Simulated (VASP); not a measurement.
# BaTiO3 (P4mm) in VASP: single point with PBE+U

Aim: the single point of BaTiO3 with PBE+U.

All numbers are computed with VASP 6.6.1; they aren't measurements. Logs are shortened: lines on timing, memory, paths and dates and some standing lists are left out, and cuts for length are marked.

### 1 The cell of the first run

The structure is tetragonal, space group P4mm (No. 99). The conventional cell has a = 4.015 Å, b = 4.015 Å, c = 4.165 Å, α = 90.00°, β = 90.00°, γ = 90.00°. Within 3.7 Å of Ba (site symmetry 4mm) lie 12 O at 2.82 to 2.97 Å and 8 Ti at 3.49 to 3.56 Å. Ti (site symmetry 4mm) has 6 O at 1.84 to 2.32 Å within 2.4 Å. O (site symmetry 2mm) has 2 Ti at 2.01 Å within 2.7 Å. Within 2.4 Å of O (site symmetry 4mm) lie 2 Ti at 1.84 to 2.32 Å.

### 2 Single point, PBE+U

The input, INCAR:

```
PREC = Accurate
ENCUT = 520
EDIFF = 1E-6
ISMEAR = 0
SIGMA = 0.02
LREAL = False
LASPH = True
NELM = 150
ALGO = Normal
ISIF = 2
LWAVE = False
LCHARG = False
LMAXMIX = 4
LDAU = True
LDAUTYPE = 2
LDAUL = -1 2 -1
LDAUU = 0 4 0
LDAUJ = 0 0 0
LDAUPRINT = 1
GGA = PE
NBANDS = 28
```

The input, KPOINTS:

```
regular mesh
0
Gamma
  8 8 8
```

The input, POSCAR:

```
BaTiO3
1.0
    4.0148827932      0.0000000000      0.0000000000
    0.0000000000      4.0148827932      0.0000000000
    0.0000000000      0.0000000000      4.1653628576
Ba Ti O
1 1 3
Direct
    0.5000000000      0.5000000000      0.5878190418
    0.0000000000      0.0000000000      0.1025579114
    0.0000000000      0.5000000000      0.0621182352
    0.5000000000      0.0000000000      0.0621182352
    0.0000000000      0.0000000000      0.5453835664
```

Potentials or basis: VASP PAW PBE potentials, release 64 (Ba_sv, Ti_sv, O).

Started as:

```bash
$ cat potpaw_PBE.64/Ba_sv/POTCAR potpaw_PBE.64/Ti_sv/POTCAR potpaw_PBE.64/O/POTCAR > POTCAR
$ mpirun -np 1 vasp_std > vasp.out
```

OUTCAR:

```text
PREC = Accurate
   ENCUT = 520
   EDIFF = 1E-6
   ISMEAR = 0
   LREAL = False
   LASPH = True
   NELM = 150
   ISIF = 2
   GGA = PE

 ion  position               nearest neighbor table
   1  0.500  0.500  0.588-   3 2.82   4 2.82   4 2.82   3 2.82   5 2.84   5 2.84   5 2.84   5 2.84
                             3 2.97   4 2.97   3 2.97   4 2.97   2 3.49   2 3.49   2 3.49   2 3.49
   2  0.000  0.000  0.103-   5 1.84   4 2.01   3 2.01   3 2.01   4 2.01   5 2.32   1 3.49   1 3.49
                             1 3.49   1 3.49   1 3.56   1 3.56   1 3.56   1 3.56
   3  0.000  0.500  0.062-   2 2.01   2 2.01   1 2.82   1 2.82   1 2.97   1 2.97
   4  0.500  0.000  0.062-   2 2.01   2 2.01   1 2.82   1 2.82   1 2.97   1 2.97
   5  0.000  0.000  0.545-   2 1.84   2 2.32   1 2.84   1 2.84   1 2.84   1 2.84

  LATTYP: Found a simple tetragonal cell.
 ALAT       =     4.0148827932
 C/A-ratio  =     1.0374805622

  Lattice vectors:

 A1 = (   4.0148827932,   0.0000000000,   0.0000000000)
 A2 = (   0.0000000000,   4.0148827932,   0.0000000000)
 A3 = (   0.0000000000,   0.0000000000,   4.1653628576)

Analysis of symmetry for initial positions (statically):
=====================================================================
 Subroutine PRICEL returns:
 Original cell was already a primitive cell.

 Routine SETGRP: Setting up the symmetry group for a
 simple tetragonal supercell.

 Subroutine GETGRP returns: Found  8 space group operations
 (whereof  8 operations were pure point group operations)
 out of a pool of 16 trial point group operations.

The static configuration has the point symmetry C_4v.

Analysis of symmetry for dynamics (positions and initial velocities):
=====================================================================
 Subroutine PRICEL returns:
 Original cell was already a primitive cell.

 Routine SETGRP: Setting up the symmetry group for a
 simple tetragonal supercell.

 Subroutine GETGRP returns: Found  8 space group operations
 (whereof  8 operations were pure point group operations)
 out of a pool of 16 trial point group operations.

The dynamic configuration has the point symmetry C_4v.

 Subroutine INISYM returns: Found  8 space group operations
 (whereof  8 operations are pure point group operations),
 and found     1 'primitive' translations

----------------------------------------------------------------------------------------

                                     Primitive cell

  volume of cell :      67.1427

  direct lattice vectors                    reciprocal lattice vectors
     4.014882793  0.000000000  0.000000000     0.249073273  0.000000000  0.000000000
     0.000000000  4.014882793  0.000000000     0.000000000  0.249073273  0.000000000
     0.000000000  0.000000000  4.165362858     0.000000000  0.000000000  0.240075123

  length of vectors
     4.014882793  4.014882793  4.165362858     0.249073273  0.249073273  0.240075123

  position of ions in fractional coordinates (direct lattice)
     0.500000000  0.500000000  0.587819042
     0.000000000  0.000000000  0.102557911
     0.000000000  0.500000000  0.062118235
     0.500000000  0.000000000  0.062118235
     0.000000000  0.000000000  0.545383566

  ion indices of the primitive-cell ions
   primitive index   ion index
                 1           1
                 2           2
                 3           3
                 4           4
                 5           5
[... 57 lines left out ...]
   dimension x,y,z NGX =    30 NGY =   30 NGZ =   32
   dimension x,y,z NGXF=    60 NGYF=   60 NGZF=   64
   ions per type =               1   1   3
   NGX,Y,Z   is equivalent  to a cutoff of  12.42, 12.42, 12.77 a.u.
   NGXF,Y,Z  is equivalent  to a cutoff of  24.84, 24.84, 25.54 a.u.
 SYSTEM =  unknown system
   PREC   = accura    normal or accurate (medium, high low for compatibility)
   ISTART =      0    job   : 0-new  1-cont  2-samecut
   ICHARG =      2    charge: 1-file 2-atom 10-const
   ISPIN  =      1    spin polarized calculation?
   LNONCOLLINEAR =      F non collinear calculations
   LSORBIT =      F    spin-orbit coupling
   LASPH  =      T    aspherical Exc in radial PAW
   ENCUT  =  520.0 eV  38.22 Ry    6.18 a.u.   7.47  7.47  7.74*2*pi/ulx,y,z
   NELM   =    150;   NELMIN=  2; NELMDL= -5     # of ELM steps
   EDIFF  = 0.1E-05   stopping-criterion for ELM
   LREAL  =      F    real-space projection
   EDIFFG = 0.1E-04   stopping-criterion for IOM
   NSW    =      0    number of steps for IOM
   IBRION =     -1    ionic relax: 0-MD 1-quasi-New 2-CG
   NFREE  =      0    steps in history (QN), initial steepest desc. (CG)
   ISIF   =      2    stress and relaxation
   ISYM   =      2    0-nonsym 1-usesym 2-fastsym
   POTIM  = 0.5000    time-step for ionic-motion
   TEBEG  =    0.0;   TEEND  =   0.0 temperature during run
   PSTRESS=    0.0 pullay stress
   NELECT =      40.0000    total number of electrons
   NUPDOWN=      -1.0000    fix difference up-down
   EMIN   =  10.00;   EMAX   =-10.00  energy-range for DOS
   EFERMI =   0.00;   METHOD = LEGACY
   ISMEAR =     0;   SIGMA  =   0.02  broadening in eV -4-tet -1-fermi 0-gaus
   EFERMI_NEDOS =   21; number of points for ismear=-14 and -15
   IALGO  =     38    algorithm
   IMIX   =      4    mixing-type and parameters
     AMIX     =   0.40;   BMIX     =  1.00
     AMIX_MAG =   1.60;   BMIX_MAG =  1.00
  volume/ion in A,a.u.               =      13.43        90.62
  Fermi-wavevector in a.u.,A,eV,Ry     =   1.377512  2.603120 25.817579  1.897539
  Thomas-Fermi vector in A             =   2.502658
   LORBIT       =      0    0 simple, 1 ext, 2 COOP (PROOUT), +10 PAW based schemes
 LDA+U is selected, type is set to LDAUTYPE =  2
   angular momentum for each species LDAUL =    -1    2   -1
   U (eV)           for each species LDAUU =   0.0  4.0  0.0
   J (eV)           for each species LDAUJ =   0.0  0.0  0.0
   GGA     = PE    functional components
   LHFCALC =     F    Hartree Fock is set to
   AEXX    =    0.0000 exact exchange contribution
   IVDW    =     0    specifies the selected vdW correction
   LEPSILON=     F    determine dielectric tensor
   LRPA    =     F    only Hartree local field effects (RPA)
 non-spin polarized calculation
 Gauss-broadening in eV      SIGMA  =   0.02
  energy-cutoff  :      520.00
  volume of cell :       67.14
 maximum number of plane-waves:      1836
 NGX is ok and might be reduce to    30
   NGX = 15   NGY = 15   NGZ = 15

atom =   2  type =  2  l = 2

 onsite density matrix

spin component  1

  0.1004  0.0000  0.0000  0.0000 -0.0000
  0.0000  0.1136 -0.0000  0.0000  0.0000
  0.0000 -0.0000  0.2476  0.0000 -0.0000
  0.0000  0.0000  0.0000  0.1136 -0.0000
 -0.0000  0.0000 -0.0000 -0.0000  0.2297

spin component  2

  0.1004  0.0000  0.0000  0.0000 -0.0000
  0.0000  0.1136 -0.0000  0.0000  0.0000
  0.0000 -0.0000  0.2476  0.0000 -0.0000
  0.0000  0.0000  0.0000  0.1136 -0.0000
 -0.0000  0.0000 -0.0000 -0.0000  0.2297

 occupancies and eigenvectors

  o =  0.1004  v =  1.0000  0.0000  0.0000  0.0000  0.0000  0.0000  0.0000  0.0000  0.0000  0.0000      0.0000  0.0000  0.0000  0.0000  0.0000  0.0000  0.0000  0.0000  0.0000  0.0000
  o =  0.1004  v =  0.0000  0.0000  0.0000  0.0000  0.0000  1.0000  0.0000  0.0000  0.0000  0.0000      0.0000  0.0000  0.0000  0.0000  0.0000  0.0000  0.0000  0.0000  0.0000  0.0000
  o =  0.1136  v =  0.0000 -1.0000 -0.0000  0.0000  0.0000  0.0000  0.0000  0.0000  0.0000  0.0000      0.0000  0.0000  0.0000  0.0000  0.0000  0.0000  0.0000  0.0000  0.0000  0.0000
  o =  0.1136  v =  0.0000  0.0000  0.0000  0.0000  0.0000  0.0000 -1.0000 -0.0000  0.0000  0.0000      0.0000  0.0000  0.0000  0.0000  0.0000  0.0000  0.0000  0.0000  0.0000  0.0000
  o =  0.1136  v =  0.0000  0.0000 -0.0000  1.0000 -0.0000  0.0000  0.0000  0.0000  0.0000  0.0000      0.0000  0.0000  0.0000  0.0000  0.0000  0.0000  0.0000  0.0000  0.0000  0.0000
  o =  0.1136  v =  0.0000  0.0000  0.0000  0.0000  0.0000  0.0000  0.0000 -0.0000  1.0000 -0.0000      0.0000  0.0000  0.0000  0.0000  0.0000  0.0000  0.0000  0.0000  0.0000  0.0000
  o =  0.2297  v =  0.0000  0.0000  0.0000  0.0000  0.0000  0.0000 -0.0000 -0.0000 -0.0000 -1.0000      0.0000  0.0000  0.0000  0.0000  0.0000  0.0000  0.0000  0.0000  0.0000  0.0000
  o =  0.2297  v =  0.0000 -0.0000 -0.0000 -0.0000 -1.0000  0.0000  0.0000  0.0000  0.0000  0.0000      0.0000  0.0000  0.0000  0.0000  0.0000  0.0000  0.0000  0.0000  0.0000  0.0000
  o =  0.2476  v =  0.0000  0.0000  0.0000  0.0000  0.0000  0.0000 -0.0000  1.0000  0.0000 -0.0000      0.0000  0.0000  0.0000  0.0000  0.0000  0.0000  0.0000  0.0000  0.0000  0.0000
  o =  0.2476  v =  0.0000 -0.0000  1.0000  0.0000 -0.0000  0.0000  0.0000  0.0000  0.0000  0.0000      0.0000  0.0000  0.0000  0.0000  0.0000  0.0000  0.0000  0.0000  0.0000  0.0000

 number of electron      39.9999982 magnetization

 Free energy of the ion-electron system (eV)
  ---------------------------------------------------
  ext. energy  EPLUGINS =         0.00000000
  ---------------------------------------------------
  free energy    TOTEN  =       -37.30917542 eV

  energy without entropy =      -37.30917542  energy(sigma->0) =      -37.30917542

 E-fermi :   3.9716     XC(G=0): -11.0082

 val. band max:        3.7682374416   @ k =   0.5000   0.5000   0.5000
 cond. band min:       6.0006605759   @ k =   0.0000   0.0000   0.0000
 fundamental gap:      2.2324231343
 Fermi energy:         3.9715856228

 k-point     1 :       0.0000    0.0000    0.0000
  band No.  band energies     occupation
      1     -54.0347      2.00000
      2     -30.2680      2.00000
      3     -30.1798      2.00000
      4     -30.1798      2.00000
      5     -21.3547      2.00000
      6     -13.2246      2.00000
[... 733 lines left out ...]
     27      11.3149      0.00000
     28      12.1125      0.00000

 [... further k-points ...]

------------------------ aborting loop because EDIFF is reached ----------------------------------------

  FORCE on cell =-STRESS in cart. coord.  units (eV):
  Direction    XX          YY          ZZ          XY          YZ          ZX
  --------------------------------------------------------------------------------------
  -------------------------------------------------------------------------------------
  Total        0.9212158      0.9212158      1.2021121      0.0000000      0.0000000      0.0000000
  in kB       21.9823123     21.9823123     28.6851396      0.0000000      0.0000000      0.0000000
  external PRESSURE =      24.2165881 kB  Pullay stress =       0.0000000 kB

 VOLUME and BASIS-vectors are now :
 -----------------------------------------------------------------------------
  energy-cutoff  :      520.00
  volume of cell :       67.14
      direct lattice vectors                 reciprocal lattice vectors
     4.014882793  0.000000000  0.000000000     0.249073273  0.000000000  0.000000000
     0.000000000  4.014882793  0.000000000     0.000000000  0.249073273  0.000000000
     0.000000000  0.000000000  4.165362858     0.000000000  0.000000000  0.240075123

 POSITION                                       TOTAL-FORCE (eV/Angst)
 -----------------------------------------------------------------------------------
      2.00744      2.00744      2.44848         0.000000      0.000000     -0.048625
      0.00000      0.00000      0.42719         0.000000     -0.000000     -0.598114
      0.00000      2.00744      0.25874         0.000000     -0.000000      0.018350
      2.00744      0.00000      0.25874         0.000000     -0.000000      0.018350
      0.00000      0.00000      2.27172         0.000000     -0.000000      0.610039
 -----------------------------------------------------------------------------------
    total drift:                                0.000000     -0.000000     -0.000233

  FREE ENERGIE OF THE ION-ELECTRON SYSTEM (eV)
  ---------------------------------------------------
  free  energy   TOTEN  =       -37.3091754160 eV

  energy  without entropy=      -37.3091754160  energy(sigma->0) =      -37.30917542
```

Wall time 58 s (1 thread of Intel Xeon 6975P-C (Granite Rapids), shared host); peak memory 0.27 GiB.

What came out:

* Free energy: -37.3092 eV
* Pressure: 2.4 GPa
* Largest force: 0.610 eV/Å
* Band gap on the k mesh: 2.23 eV, indirect (least direct gap 2.74 eV)

Forces in eV/Å, atoms in the order of the input:
```
Ba   0.000  0.000 -0.049
Ti   0.000  0.000 -0.598
O    0.000  0.000  0.018
O    0.000  0.000  0.018
O    0.000  0.000  0.610
```

Eigenvalues of the final occupation matrices:
| site | spin | trace | eigenvalues |
| --- | --- | --- | --- |
| site 2 d | 1 | 0.80 | 0.10 0.11 0.11 0.23 0.25 |
| site 2 d | 2 | 0.80 | 0.10 0.11 0.11 0.23 0.25 |

Caveat: spin-orbit coupling is left out, which moves the levels of the heavy elements. A k mesh can miss the band edges.
